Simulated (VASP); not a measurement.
# I in VASP: notebook

I is run at these levels: PBEsol; tasks: single point.

All numbers are computed with VASP 6.6.1; they aren't measurements. Logs are shortened: lines on timing, memory, paths and dates and some standing lists are left out, and cuts for length are marked.

**1. The cell of the first run**

The structure is monoclinic, space group C2/m (No. 12). The conventional cell has a = 4.948 Å, b = 7.505 Å, c = 3.034 Å, α = 90.00°, β = 121.75°, γ = 90.00°. I (site symmetry 2/m) has 2 I at 3.03 Å within 4.0 Å.

**2. Single point, PBEsol (strained)**

File INCAR:

```
  PREC = Accurate
  ENCUT = 520
  EDIFF = 1E-7
  ISMEAR = 0
  SIGMA = 0.1
  LREAL = False
  LASPH = True
  NELM = 100
  ALGO = Normal
  ISIF = 2
  LWAVE = False
  LCHARG = False
  GGA = PS
  NBANDS = 10
```

File KPOINTS:

```
regular mesh
0
Gamma
  12 12 18
```

File POSCAR:

```
I
1.0
    2.4737456588     -3.7526241520     -0.0084019272
    2.4737456588      3.7526241520     -0.0084019272
   -1.5875050061      0.0000000000      2.5852369366
I
1
Direct
    0.5000000000      0.5000000000      0.5000000000
```

Potentials or basis: VASP PAW PBE potentials, release 64 (I).

Run with:

```sh
$ cat potpaw_PBE.64/I/POTCAR > POTCAR
$ mpirun -np 1 vasp_std > vasp.out
```

OUTCAR:

```text
PREC = Accurate
   ENCUT = 520
   EDIFF = 1E-7
   ISMEAR = 0
   LREAL = False
   LASPH = True
   NELM = 100
   ISIF = 2
   GGA = PS

 ion  position               nearest neighbor table
   1  0.500  0.500  0.500-

  LATTYP: Found a base centered monoclinic cell.
 ALAT       =     4.9475198542
 B/A-ratio  =     1.5169718415
 C/A-ratio  =     0.6131854554
 COS(beta)  =    -0.5261731735

  Lattice vectors:

 A1 = (   2.4737456588,  -3.7526241520,  -0.0084019272)
 A2 = (   2.4737456588,   3.7526241520,  -0.0084019272)
 A3 = (  -1.5875050061,   0.0000000000,   2.5852369366)

Analysis of symmetry for initial positions (statically):
=====================================================================
 Subroutine PRICEL returns:
 Original cell was already a primitive cell.

 Routine SETGRP: Setting up the symmetry group for a
 base centered monoclinic supercell.

 Subroutine GETGRP returns: Found  4 space group operations
 (whereof  4 operations were pure point group operations)
 out of a pool of  4 trial point group operations.

The static configuration has the point symmetry C_2h.

Analysis of symmetry for dynamics (positions and initial velocities):
=====================================================================
 Subroutine PRICEL returns:
 Original cell was already a primitive cell.

 Routine SETGRP: Setting up the symmetry group for a
 base centered monoclinic supercell.

 Subroutine GETGRP returns: Found  4 space group operations
 (whereof  4 operations were pure point group operations)
 out of a pool of  4 trial point group operations.

The dynamic configuration has the point symmetry C_2h.

 Subroutine INISYM returns: Found  4 space group operations
 (whereof  4 operations are pure point group operations),
 and found     1 'primitive' translations

----------------------------------------------------------------------------------------

                                     Primitive cell

  volume of cell :      47.8976

  direct lattice vectors                    reciprocal lattice vectors
     2.473745659 -3.752624152 -0.008401927     0.202545074 -0.133240095  0.124375957
     2.473745659  3.752624152 -0.008401927     0.202545074  0.133240095  0.124375957
    -1.587505006  0.000000000  2.585236937     0.001316528  0.000000000  0.387620176

[... 83 lines left out ...]
   EDIFFG = 0.1E-05   stopping-criterion for IOM
   NSW    =      0    number of steps for IOM
   IBRION =     -1    ionic relax: 0-MD 1-quasi-New 2-CG
   NFREE  =      0    steps in history (QN), initial steepest desc. (CG)
   ISIF   =      2    stress and relaxation
   ISYM   =      2    0-nonsym 1-usesym 2-fastsym
   POTIM  = 0.5000    time-step for ionic-motion
   TEBEG  =    0.0;   TEEND  =   0.0 temperature during run
   PSTRESS=    0.0 pullay stress
   NELECT =       7.0000    total number of electrons
   NUPDOWN=      -1.0000    fix difference up-down
   EMIN   =  10.00;   EMAX   =-10.00  energy-range for DOS
   EFERMI =   0.00;   METHOD = LEGACY
   ISMEAR =     0;   SIGMA  =   0.10  broadening in eV -4-tet -1-fermi 0-gaus
   EFERMI_NEDOS =   21; number of points for ismear=-14 and -15
   IALGO  =     38    algorithm
   IMIX   =      4    mixing-type and parameters
     AMIX     =   0.40;   BMIX     =  1.00
     AMIX_MAG =   1.60;   BMIX_MAG =  1.00
  volume/ion in A,a.u.               =      47.90       323.23
  Fermi-wavevector in a.u.,A,eV,Ry     =   0.862322  1.629553 10.117288  0.743600
  Thomas-Fermi vector in A             =   1.980107
   LORBIT       =      0    0 simple, 1 ext, 2 COOP (PROOUT), +10 PAW based schemes
   GGA     = PS    functional components
   LHFCALC =     F    Hartree Fock is set to
   AEXX    =    0.0000 exact exchange contribution
   IVDW    =     0    specifies the selected vdW correction
   LEPSILON=     F    determine dielectric tensor
   LRPA    =     F    only Hartree local field effects (RPA)
 non-spin polarized calculation
 Gauss-broadening in eV      SIGMA  =   0.10
  energy-cutoff  :      520.00
  volume of cell :       47.90
 maximum number of plane-waves:      1310
 NGX is ok and might be reduce to    36
   NGX = 17   NGY = 17   NGZ = 11

 number of electron       7.0000000 magnetization

 Free energy of the ion-electron system (eV)
  ---------------------------------------------------
  ext. energy  EPLUGINS =         0.00000000
  ---------------------------------------------------
  free energy    TOTEN  =        -1.61103701 eV

  energy without entropy =       -1.60554256  energy(sigma->0) =       -1.60828979

 E-fermi :   1.2124     XC(G=0):  -7.7048

 val. band max:        1.2119886733   @ k =  -0.1667   0.1667   0.5000
 cond. band min:       1.2133162869   @ k =   0.0833  -0.0000   0.4444
 fundamental gap:      0.0013276136
 Fermi energy:         1.2124082153

 k-point     1 :       0.0000    0.0000    0.0000
  band No.  band energies     occupation
      1     -11.6217      2.00000
      2       0.2130      2.00000
      3       0.2567      2.00000
      4       4.3905      0.00000
      5       5.8999      0.00000
      6       9.4072      0.00000
      7       9.8424      0.00000
      8      11.3215      0.00000
      9      12.1956      0.00000
     10      16.3443      0.00000
[... 287 lines left out ...]
 k-point    24 :      -0.4167    0.1667    0.0000
  band No.  band energies     occupation
      1     -11.4042      2.00000
      2      -1.3007      2.00000
      3      -0.4516      2.00000
      4       4.3258      0.00000
      5       7.8896      0.00000
      6       9.1509      0.00000
      7      11.0481      0.00000
      8      13.0007      0.00000
      9      15.9385      0.00000
     10      16.4190      0.00000

 [... further k-points ...]

------------------------ aborting loop because EDIFF is reached ----------------------------------------

  FORCE on cell =-STRESS in cart. coord.  units (eV):
  Direction    XX          YY          ZZ          XY          YZ          ZX
  --------------------------------------------------------------------------------------
  -------------------------------------------------------------------------------------
  Total       -0.7342357     -0.1084339     -1.4199883      0.0000000      0.0000000      0.5967473
  in kB      -24.5602248     -3.6271193    -47.4986878      0.0000000      0.0000000     19.9612291
  external PRESSURE =     -25.2286773 kB  Pullay stress =       0.0000000 kB

 VOLUME and BASIS-vectors are now :
 -----------------------------------------------------------------------------
  energy-cutoff  :      520.00
  volume of cell :       47.90
      direct lattice vectors                 reciprocal lattice vectors
     2.473745659 -3.752624152 -0.008401927     0.202545074 -0.133240095  0.124375957
     2.473745659  3.752624152 -0.008401927     0.202545074  0.133240095  0.124375957
    -1.587505006  0.000000000  2.585236937     0.001316528  0.000000000  0.387620176

 POSITION                                       TOTAL-FORCE (eV/Angst)
 -----------------------------------------------------------------------------------
      1.67999      0.00000      1.28422         0.000000     -0.000000      0.000000
 -----------------------------------------------------------------------------------
    total drift:                                0.000000      0.000000      0.000000

  FREE ENERGIE OF THE ION-ELECTRON SYSTEM (eV)
  ---------------------------------------------------
  free  energy   TOTEN  =        -1.6110370127 eV

  energy  without entropy=       -1.6055425647  energy(sigma->0) =       -1.60828979
```

OSZICAR:

```text
N       E                     dE             d eps       ncg     rms          rms(c)
DAV:   1     0.292588027306E+02    0.29259E+02   -0.25164E+03 14200   0.497E+02
DAV:   2    -0.222679514856E+00   -0.29481E+02   -0.28790E+02 17620   0.847E+01
DAV:   3    -0.163976058512E+01   -0.14171E+01   -0.13970E+01 17440   0.229E+01
DAV:   4    -0.166020681919E+01   -0.20446E-01   -0.20443E-01 18428   0.311E+00
DAV:   5    -0.166057847151E+01   -0.37165E-03   -0.37165E-03 17752   0.370E-01    0.368E+00
DAV:   6    -0.162392020666E+01    0.36658E-01   -0.30632E-02 15874   0.797E-01    0.237E+00
DAV:   7    -0.161125095794E+01    0.12669E-01   -0.53961E-02 15824   0.109E+00    0.252E-01
DAV:   8    -0.161102951394E+01    0.22144E-03   -0.33121E-03 15546   0.327E-01    0.468E-02
DAV:   9    -0.161103243936E+01   -0.29254E-05   -0.52731E-05 17380   0.512E-02    0.199E-02
DAV:  10    -0.161103612158E+01   -0.36822E-05   -0.41082E-06 16692   0.124E-02    0.397E-03
DAV:  11    -0.161103695827E+01   -0.83670E-06   -0.88227E-07 16786   0.550E-03    0.177E-03
DAV:  12    -0.161103701271E+01   -0.54431E-07   -0.72913E-08 13392   0.148E-03
   1 F= -.16110370E+01 E0= -.16082898E+01  d E =-.549445E-02
```

stdout:

```text
POSCAR found type information on POSCAR I
 POSCAR found :  1 types and       1 ions
 scaLAPACK will be used
 -----------------------------------------------------------------------------
|                                                                             |
|                                                                             |
|     You enforced a specific xc type in the INCAR file but a different       |
|     I HOPE YOU KNOW WHAT YOU ARE DOING!                                     |
|                                                                             |
 -----------------------------------------------------------------------------

 LDA part: xc-table for (Slater+PW92), standard interpolation
 POSCAR, INCAR and KPOINTS ok, starting setup
 FFT: planning ... GRIDC
 FFT: planning ... GRID_SOFT
 FFT: planning ... GRID
 WAVECAR not read
 entering main loop
```

Wall time 87 s (1 thread of Intel Xeon 6975P-C (Granite Rapids), shared host); peak memory 0.42 GiB.

What came out:

| Quantity | Value |
| --- | --- |
| Free energy | -1.6110 eV |
| Pressure | -2.5 GPa |

Caveat: the cell differs from its parent crystal (strained); the PAW data sets were made with another functional, which shifts forces and pressure a little; spin-orbit coupling is left out, which moves the levels of the heavy elements; an odd number of electrons without spin polarisation forces a metal; a magnetic or distorted state may lie lower.

**3. Single point, PBEsol (strained)**

File INCAR:

```
SYSTEM = I
PREC = Accurate ; ENCUT = 520
EDIFF = 1E-6 ; ISMEAR = 0
SIGMA = 0.1 ; LREAL = .FALSE.
LASPH = .TRUE. ; NELM = 100
ALGO = Normal ; ISIF = 2
LWAVE = .FALSE. ; LCHARG = .TRUE.
GGA = PS ; LELF = .TRUE.
LVHAR = .TRUE. ; NBANDS = 10
```

File KPOINTS:

```
Automatic mesh
0
G
  10 10 14
  0 0 0
```

File POSCAR:

```
I
1.0
    2.8119721070     -3.7326013329      0.0217030856
    2.5894263458      3.5801990043     -0.0221092211
   -1.7247364794      0.0345863746      2.4501126260
I
1
Direct
    0.5000000000      0.5000000000      0.5000000000
```

Potentials or basis: VASP PAW PBE potentials, release 64 (I).

Run with:

```sh
$ cat potpaw_PBE.64/I/POTCAR > POTCAR
$ mpirun -np 1 vasp_std > vasp.out
```

Wall time 90 s (1 thread of Intel Xeon 6975P-C (Granite Rapids), shared host); peak memory 0.42 GiB.

Results (log left out):

```
Free energy : -1.6062 eV
Pressure    : -1.7 GPa
```

Stress tensor (GPa, compression positive):
```
-2.03  0.01  0.92
 0.01 -0.35  0.13
 0.92  0.13 -2.70
```

Levels at points of the mesh, in eV from the Fermi level:
| k point | band 2 | band 3 | band 4 | band 5 | band 6 | band 7 |
| --- | --- | --- | --- | --- | --- | --- |
| (0.00, 0.00, 0.00) | -1.14 | -0.92 | 3.58 | 4.65 | 7.96 | 8.80 |
| (0.50, 0.00, 0.00) | -2.89 | -1.25 | 3.58 | 5.69 | 10.15 | 10.33 |
| (0.00, 0.50, 0.00) | -2.94 | -1.52 | 3.53 | 5.47 | 10.20 | 10.49 |
| (0.50, 0.50, 0.00) | -2.90 | -1.58 | 3.38 | 5.39 | 9.71 | 10.64 |
| (0.00, 0.00, 0.50) | -4.48 | -0.57 | -0.04 | 5.60 | 6.45 | 11.97 |
| (0.50, 0.00, 0.50) | -4.63 | -0.04 | 0.41 | 6.29 | 8.22 | 9.60 |
| (0.00, 0.50, 0.50) | -4.61 | -0.17 | 0.36 | 6.10 | 8.05 | 9.52 |
| (0.50, 0.50, 0.50) | -4.50 | -0.54 | 0.03 | 5.63 | 6.61 | 11.52 |

Caveat: the cell differs from its parent crystal (strained); the PAW data sets were made with another functional, which shifts forces and pressure a little; spin-orbit coupling is left out, which moves the levels of the heavy elements; an odd number of electrons without spin polarisation forces a metal; a magnetic or distorted state may lie lower.
